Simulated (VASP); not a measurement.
Input of a VASP 6.6.1 run:

INCAR

```
PREC = Accurate
ENCUT = 600
EDIFF = 1E-6
ISMEAR = 0
SIGMA = 0.1
LREAL = False
LASPH = True
NELM = 80
ALGO = Normal
ISIF = 3
LWAVE = False
LCHARG = False
GGA = PE
IBRION = 2
NSW = 100
EDIFFG = -0.01
```

The input KPOINTS:

```
regular mesh
0
Gamma
  12 12 4
```

POSCAR

```
CuSbSe4
1.0
    3.8741368466      0.0000000000      0.0000000000
   -1.9370684233      3.3551009269      0.0000000000
    0.0000000000      0.0000000000     10.5988060523
Cu Sb Se
1 1 4
Direct
    0.6666666667      0.3333333333      0.5000000000
    0.6666666667      0.3333333333      0.0000000000
    0.3333333333      0.6666666667      0.6188438386
    0.0000000000      0.0000000000      0.8245229321
    0.0000000000      0.0000000000      0.1754770679
    0.3333333333      0.6666666667      0.3811561614
```

Potentials or basis: VASP PAW PBE potentials, release 64 (Cu, Sb, Se).

Run with:

```bash
$ cat potpaw_PBE.64/Cu/POTCAR potpaw_PBE.64/Sb/POTCAR potpaw_PBE.64/Se/POTCAR > POTCAR
$ mpirun -np 1 vasp_std > vasp.out
```

Question: Predict the relaxed volume.

Answer: 23.07 Å³/atom.

Question: Predict the space group after relaxing (to 0.1 Å).

Answer: P-6m2 (No. 187).

Question: What does it give for the relaxed cell?

Answer: a = 3.822 Å, b = 3.822 Å, c = 10.944 Å, α = 90.00°, β = 90.00°, γ = 120.00°.

Question: What does it give for the band gap on the k mesh?

Answer: Zero (bands 20 and 21 overlap by 0.70 eV).

Forces on the atoms (eV/Å):
```
Cu   0.000  0.000  0.000
Sb   0.000  0.000  0.000
Se   0.000  0.000 -0.010
Se   0.000  0.000  0.007
Se   0.000  0.000 -0.007
Se   0.000  0.000  0.010
```

Caveat: spin-orbit coupling is left out, which moves the levels of the heavy elements. With open d or f shells a metallic result of PBE can be an artefact of self-interaction; +U or a hybrid may open a gap.
